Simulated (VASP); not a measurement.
# Cs (Fm-3m) in VASP: further runs

Runs on Cs. Level: LDA. Tasks: single point.

All numbers are computed with VASP 6.6.1; they aren't measurements. Logs are shortened: lines on timing, memory, paths and dates and some standing lists are left out, and cuts for length are marked.

## Step 1: The cell of the first run

The structure is cubic, space group Fm-3m (No. 225). The conventional cell has a = 5.569 Å, b = 5.569 Å, c = 5.569 Å, α = 90.00°, β = 90.00°, γ = 90.00°. Cs (site symmetry m-3m) has 12 Cs at 3.94 Å within 5.2 Å.

## Step 2: Single point, LDA (volume scaled by 0.45)

INCAR

```
PREC     = Accurate       # precision mode
ENCUT    = 520            # plane-wave cutoff, eV
EDIFF    = 1E-7           # SCF threshold, eV
ISMEAR   = -1             # smearing method
SIGMA    = 0.1            # smearing width, eV
LREAL    = F              # projectors in reciprocal space
LASPH    = T              # aspherical terms in the spheres
NELM     = 60             # most SCF steps
ALGO     = Normal         # electronic algorithm
ISIF     = 2              # what is computed and relaxed
LWAVE    = F              # write WAVECAR
LCHARG   = F              # write CHGCAR
NBANDS   = 10             # bands
```

KPOINTS

```
regular mesh
0
Gamma
  10 10 10
```

POSCAR

```
Cs
1.0
    0.0000000000      2.7845471019      2.7845471019
    2.7845471019      0.0000000000      2.7845471019
    2.7845471019      2.7845471019      0.0000000000
Cs
1
Direct
    0.0000000000      0.0000000000      0.0000000000
```

Potentials or basis: VASP PAW LDA potentials, release 64 (Cs_sv).

On the command line:

```bash
$ cat potpaw_LDA.64/Cs_sv/POTCAR > POTCAR
$ mpirun -np 1 vasp_std > vasp.out
```

OUTCAR:

```text
PREC = Accurate
   ENCUT = 520
   EDIFF = 1E-7
   ISMEAR = -1
   LREAL = F
   LASPH = T
   NELM = 60
   ISIF = 2

 ion  position               nearest neighbor table
   1  0.000  0.000  0.000-

  LATTYP: Found a face centered cubic cell.
 ALAT       =     5.5690942038

  Lattice vectors:

 A1 = (   0.0000000000,   2.7845471019,   2.7845471019)
 A2 = (   2.7845471019,   0.0000000000,   2.7845471019)
 A3 = (   2.7845471019,   2.7845471019,   0.0000000000)

Analysis of symmetry for initial positions (statically):
=====================================================================
 Subroutine PRICEL returns:
 Original cell was already a primitive cell.

 Routine SETGRP: Setting up the symmetry group for a
 face centered cubic supercell.

 Subroutine GETGRP returns: Found 48 space group operations
[... 9 lines left out ...]

 Routine SETGRP: Setting up the symmetry group for a
 face centered cubic supercell.

 Subroutine GETGRP returns: Found 48 space group operations
[... 11 lines left out ...]
                                     Primitive cell

  volume of cell :      43.1811

  direct lattice vectors                    reciprocal lattice vectors
     0.000000000  2.784547102  2.784547102    -0.179562414  0.179562414  0.179562414
     2.784547102  0.000000000  2.784547102     0.179562414 -0.179562414  0.179562414
     2.784547102  2.784547102  0.000000000     0.179562414  0.179562414 -0.179562414

  length of vectors
     3.937944277  3.937944277  3.937944277     0.311011224  0.311011224  0.311011224

  position of ions in fractional coordinates (direct lattice)
     0.000000000  0.000000000  0.000000000

  ion indices of the primitive-cell ions
   primitive index   ion index
                 1           1

----------------------------------------------------------------------------------------

 KPOINTS: regular mesh

Automatic generation of k-mesh.
 Grid dimensions read from file:
 generate k-points for:   10   10   10

 Generating k-lattice:

  Cartesian coordinates                     Fractional coordinates (reciprocal lattice)
    -0.017956241  0.017956241  0.017956241     0.100000000  0.000000000  0.000000000
     0.017956241 -0.017956241  0.017956241     0.000000000  0.100000000  0.000000000
     0.017956241  0.017956241 -0.017956241     0.000000000  0.000000000  0.100000000

  Length of vectors
     0.031101122  0.031101122  0.031101122

  Shift w.r.t. Gamma in fractional coordinates (k-lattice)
     0.000000000  0.000000000  0.000000000

 Subroutine IBZKPT returns following result:
 ===========================================

 Found     47 irreducible k-points:

 Following reciprocal coordinates:
            Coordinates               Weight
  0.000000  0.000000  0.000000      1.000000
  0.100000  0.000000  0.000000      8.000000
  0.200000  0.000000  0.000000      8.000000
  0.300000  0.000000  0.000000      8.000000
  0.400000  0.000000  0.000000      8.000000
  0.500000  0.000000  0.000000      4.000000
[... 16 lines left out ...]
  0.300000  0.300000  0.000000      6.000000
  0.400000  0.300000  0.000000     24.000000
 [... further k-points ...]
   k-points           NKPTS =     47   k-points in BZ     NKDIM =     47   number of bands    NBANDS=     10
   number of dos      NEDOS =    301   number of ions     NIONS =      1
   total plane-waves  NPLWV =  27000
   dimension x,y,z NGX =    30 NGY =   30 NGZ =   30
   dimension x,y,z NGXF=    60 NGYF=   60 NGZF=   60
   ions per type =               1
   NGX,Y,Z   is equivalent  to a cutoff of  12.66, 12.66, 12.66 a.u.
   NGXF,Y,Z  is equivalent  to a cutoff of  25.33, 25.33, 25.33 a.u.
 SYSTEM =  unknown system
   PREC   = accura    normal or accurate (medium, high low for compatibility)
   ISTART =      0    job   : 0-new  1-cont  2-samecut
   ICHARG =      2    charge: 1-file 2-atom 10-const
   ISPIN  =      1    spin polarized calculation?
   LNONCOLLINEAR =      F non collinear calculations
   LSORBIT =      F    spin-orbit coupling
   LASPH  =      T    aspherical Exc in radial PAW
   ENCUT  =  520.0 eV  38.22 Ry    6.18 a.u.   7.32  7.32  7.32*2*pi/ulx,y,z
   NELM   =     60;   NELMIN=  2; NELMDL= -5     # of ELM steps
   EDIFF  = 0.1E-06   stopping-criterion for ELM
   LREAL  =      F    real-space projection
   EDIFFG = 0.1E-05   stopping-criterion for IOM
   NSW    =      0    number of steps for IOM
   IBRION =     -1    ionic relax: 0-MD 1-quasi-New 2-CG
   NFREE  =      0    steps in history (QN), initial steepest desc. (CG)
   ISIF   =      2    stress and relaxation
   ISYM   =      2    0-nonsym 1-usesym 2-fastsym
   POTIM  = 0.5000    time-step for ionic-motion
   TEBEG  =    0.0;   TEEND  =   0.0 temperature during run
   PSTRESS=    0.0 pullay stress
   NELECT =       9.0000    total number of electrons
   NUPDOWN=      -1.0000    fix difference up-down
   EMIN   =  10.00;   EMAX   =-10.00  energy-range for DOS
   EFERMI =   0.00;   METHOD = LEGACY
   ISMEAR =    -1;   SIGMA  =   0.10  broadening in eV -4-tet -1-fermi 0-gaus
   EFERMI_NEDOS =   21; number of points for ismear=-14 and -15
   IALGO  =     38    algorithm
   IMIX   =      4    mixing-type and parameters
     AMIX     =   0.40;   BMIX     =  1.00
     AMIX_MAG =   1.60;   BMIX_MAG =  1.00
  volume/ion in A,a.u.               =      43.18       291.40
  Fermi-wavevector in a.u.,A,eV,Ry     =   0.970639  1.834242 12.818596  0.942140
  Thomas-Fermi vector in A             =   2.100791
   LORBIT       =      0    0 simple, 1 ext, 2 COOP (PROOUT), +10 PAW based schemes
   GGA     = CA    functional components
   LHFCALC =     F    Hartree Fock is set to
   AEXX    =    0.0000 exact exchange contribution
   IVDW    =     0    specifies the selected vdW correction
   LEPSILON=     F    determine dielectric tensor
   LRPA    =     F    only Hartree local field effects (RPA)
 non-spin polarized calculation
  energy-cutoff  :      520.00
  volume of cell :       43.18
 maximum number of plane-waves:      1211
 NGX is ok and might be reduce to    30
   NGX = 15   NGY = 15   NGZ = 15

 number of electron       8.9999998 magnetization

 Free energy of the ion-electron system (eV)
  ---------------------------------------------------
  ext. energy  EPLUGINS =         0.00000000
  ---------------------------------------------------
  free energy    TOTEN  =        -0.50685150 eV

  energy without entropy =       -0.45545333  energy(sigma->0) =       -0.48115241

 E-fermi :   4.2223     XC(G=0):  -8.7334

 val. band max:        4.2027803069   @ k =  -0.4000   0.3000   0.0000
 cond. band min:       4.2283851613   @ k =   0.5000   0.4000   0.0000
 fundamental gap:      0.0256048544
 Fermi energy:         4.2223437508

 k-point     1 :       0.0000    0.0000    0.0000
  band No.  band energies     occupation
      1     -19.7984      2.00000
      2      -5.4495      2.00000
      3      -5.4495      2.00000
      4      -5.4495      2.00000
      5       2.2744      2.00000
      6       7.0866      0.00000
      7       7.0866      0.00000
      8       7.0866      0.00000
      9       9.8476      0.00000
     10       9.8476      0.00000

 k-point     2 :       0.1000    0.0000    0.0000
  band No.  band energies     occupation
      1     -19.7669      2.00000
      2      -5.7183      2.00000
      3      -5.4769      2.00000
      4      -5.4769      2.00000
      5       2.6257      2.00000
      6       6.7290      0.00000
      7       7.2256      0.00000
      8       7.2256      0.00000
      9       9.5348      0.00000
     10       9.5348      0.00000

 k-point     3 :       0.2000    0.0000    0.0000
  band No.  band energies     occupation
      1     -19.6824      2.00000
      2      -6.3433      2.00000
      3      -5.5468      2.00000
      4      -5.5468      2.00000
      5       3.3634      1.99963
      6       6.3310      0.00000
      7       7.3996      0.00000
      8       7.3996      0.00000
      9       9.2973      0.00000
     10       9.2973      0.00000

 k-point     4 :       0.3000    0.0000    0.0000
  band No.  band energies     occupation
      1     -19.5740      2.00000
      2      -7.0111      2.00000
      3      -5.6300      2.00000
      4      -5.6300      2.00000
      5       3.7591      1.98073
      6       6.7070      0.00000
      7       7.1779      0.00000
      8       7.1779      0.00000
      9       9.9578      0.00000
     10       9.9578      0.00000

 k-point     5 :       0.4000    0.0000    0.0000
  band No.  band energies     occupation
      1     -19.4828      2.00000
      2      -7.4956      2.00000
      3      -5.6950      2.00000
      4      -5.6950      2.00000
      5       3.7170      1.98731
      6       6.8712      0.00000
      7       6.8712      0.00000
      8       7.5769      0.00000
      9      10.8176      0.00000
     10      11.2018      0.00000

 k-point     6 :       0.5000    0.0000    0.0000
  band No.  band energies     occupation
      1     -19.4471      2.00000
      2      -7.6709      2.00000
      3      -5.7193      2.00000
      4      -5.7193      2.00000
      5       3.6605      1.99277
      6       6.7510      0.00000
      7       6.7510      0.00000
      8       7.9604      0.00000
      9      11.0313      0.00000
     10      12.0832      0.00000
[... 183 lines left out ...]
 k-point    21 :      -0.3000    0.2000    0.0000
  band No.  band energies     occupation
      1     -19.4505      2.00000
      2      -7.2044      2.00000
      3      -6.3321      2.00000
      4      -5.7261      2.00000
      5       4.9051      0.00216
      6       5.7900      0.00000
      7       6.5754      0.00000
      8       7.6906      0.00000
      9       9.4767      0.00000
     10      12.9103      0.00000

 k-point    22 :      -0.2000    0.2000    0.0000
  band No.  band energies     occupation
      1     -19.5368      2.00000
      2      -6.8981      2.00000
      3      -6.1186      2.00000
      4      -5.6124      2.00000
      5       4.6884      0.01874
      6       5.9070      0.00000
      7       6.3929      0.00000
      8       7.9020      0.00000
      9       8.4199      0.00000
     10      11.8788      0.00000

 k-point    23 :       0.3000    0.3000    0.0000
  band No.  band energies     occupation
      1     -19.5000      2.00000
      2      -6.9115      2.00000
      3      -5.9811      2.00000
      4      -5.9811      2.00000
      5       3.9637      1.85998
      6       4.6566      0.02568
      7       7.5107      0.00000
      8       9.3812      0.00000
      9       9.3812      0.00000
     10      11.1070      0.00000

 k-point    24 :       0.4000    0.3000    0.0000
  band No.  band energies     occupation
      1     -19.4280      2.00000
      2      -7.1671      2.00000
      3      -6.1508      2.00000
      4      -6.0614      2.00000
      5       3.8442      1.95545
      6       4.5615      0.06511
      7       7.7143      0.00000
      8       9.5545      0.00000
      9      10.5837      0.00000
     10      11.9172      0.00000

 [... further k-points ...]
[... 5 lines left out ...]
  --------------------------------------------------------------------------------------
  -------------------------------------------------------------------------------------
  Total        1.2407457      1.2407457      1.2407457      0.0000000      0.0000000      0.0000000
  in kB       46.0362212     46.0362212     46.0362212      0.0000000      0.0000000      0.0000000
  external PRESSURE =      46.0362212 kB  Pullay stress =       0.0000000 kB

 VOLUME and BASIS-vectors are now :
 -----------------------------------------------------------------------------
  energy-cutoff  :      520.00
  volume of cell :       43.18
      direct lattice vectors                 reciprocal lattice vectors
     0.000000000  2.784547102  2.784547102    -0.179562414  0.179562414  0.179562414
     2.784547102  0.000000000  2.784547102     0.179562414 -0.179562414  0.179562414
     2.784547102  2.784547102  0.000000000     0.179562414  0.179562414 -0.179562414

 POSITION                                       TOTAL-FORCE (eV/Angst)
 -----------------------------------------------------------------------------------
      0.00000      0.00000      0.00000         0.000000      0.000000      0.000000
 -----------------------------------------------------------------------------------
    total drift:                               -0.000000     -0.000000     -0.000000

  FREE ENERGIE OF THE ION-ELECTRON SYSTEM (eV)
  ---------------------------------------------------
  free  energy   TOTEN  =        -0.5068514977 eV

  energy  without entropy=       -0.4554533310  energy(sigma->0) =       -0.48115241
```

It took 18 s on 1 thread of Intel Xeon Platinum 8259CL at 2.50GHz (Skylake/Cascade Lake), shared host; peak memory 0.15 GiB.

Results:

```yaml
Free_energy: -0.5069 eV
Pressure: 4.6 GPa
```

Caveat: spin-orbit coupling is left out, which moves the levels of the heavy elements.

(Continued in part 2 of 2.)
